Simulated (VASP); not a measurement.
Input of a VASP 6.6.1 run:

POSCAR

```
Hg2S
1.0
    6.0618560882      0.0000000000      0.0000000000
    0.0000000000      6.0618560882      0.0000000000
    0.0000000000      0.0000000000      6.0618560882
S Hg
2 4
Direct
    0.0000000000      0.0000000000      0.0000000000
    0.5000000000      0.5000000000      0.5000000000
    0.2500000000      0.2500000000      0.2500000000
    0.2500000000      0.7500000000      0.7500000000
    0.7500000000      0.7500000000      0.2500000000
    0.7500000000      0.2500000000      0.7500000000
```

File INCAR.step1:

```
ALGO = Normal
EDIFF = 1E-4
ENCUT = 600
GGA = PE
ISMEAR = 0
LASPH = T
LCHARG = F
LREAL = F
LWAVE = T
NELM = 80
PREC = Accurate
SIGMA = 0.1
```

Contents of INCAR.step2:

```
ALGO = Normal
EDIFF = 1E-6
EDIFFG = -0.01
ENCUT = 600
IBRION = 2
ISIF = 3
ISMEAR = 0
ISTART = 1
LASPH = T
LCHARG = F
LMIXTAU = T
LREAL = F
LWAVE = F
METAGGA = R2SCAN
NELM = 80
NSW = 80
PREC = Accurate
SIGMA = 0.1
```

Contents of KPOINTS:

```
k-points
0
Gamma
  6 6 6
```

Potentials or basis: VASP PAW PBE potentials, release 64 (S, Hg).

Command:

```sh
$ cat potpaw_PBE.64/S/POTCAR potpaw_PBE.64/Hg/POTCAR > POTCAR
$ cp INCAR.step1 INCAR
$ mpirun -np 1 vasp_std > vasp.out
$ cp INCAR.step2 INCAR
$ mpirun -np 1 vasp_std > vasp.out
```

What does it give for the band gap on the k mesh?

Zero (bands 30 and 31 overlap by 0.37 eV).

Final structure:
```
CELL_PARAMETERS angstrom
6.06186 0.00000 0.00000
0.00000 6.06186 0.00000
0.00000 0.00000 6.06186
ATOMIC_POSITIONS crystal
S 0.00000 0.00000 0.00000
S 0.50000 0.50000 0.50000
Hg 0.25000 0.25000 0.25000
Hg 0.25000 0.75000 0.75000
Hg 0.75000 0.75000 0.25000
Hg 0.75000 0.25000 0.75000
```

Caveat: the relaxation stopped at its first step, so nothing moved; semilocal functionals underestimate gaps, and a narrow one can read as zero; spin-orbit coupling is left out, which moves the levels of the heavy elements.
